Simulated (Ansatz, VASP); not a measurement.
# W: VASP beside Ansatz

```
W
1.0
     0.00000    2.89453    2.89453
     2.89453    0.00000    2.89453
     2.89453    2.89453    0.00000
W
2
Direct
  0.50000 0.50000 0.50000
  0.75000 0.75000 0.75000
```

Alike in both runs: functional r2SCAN; k mesh 6 × 6 × 6; occupations gaussian, width 0.1 eV; no spin polarisation.

Ansatz relaxed the structure, and its values are those at the end. VASP's run is a single point on that final structure, the one shown.

```csv
,VASP,Ansatz
version,VASP 6.6.1,Ansatz 0.2.0
potentials or method,"VASP PAW PBE potentials, release 64 (W_sv), cutoff 520 eV","scalar-relativistic, plane waves, PAW"
valence electrons in the cell,28,28
```

Ansatz gave:

```
gap on the k mesh at the Fermi level (eV) : none
pressure (GPa)                            : 0.0
```

Question: Which values does VASP return?

Answer: gap on the k mesh at the Fermi level (eV): none; pressure (GPa): 0.8.

VASP's potentials were made for PBE, not for r2SCAN. A gap of «none» marks a metal or a gap that the smearing closes. With one functional, cell and mesh, what is left measures potentials, basis and numerics.

Neither program's run includes spin-orbit coupling.
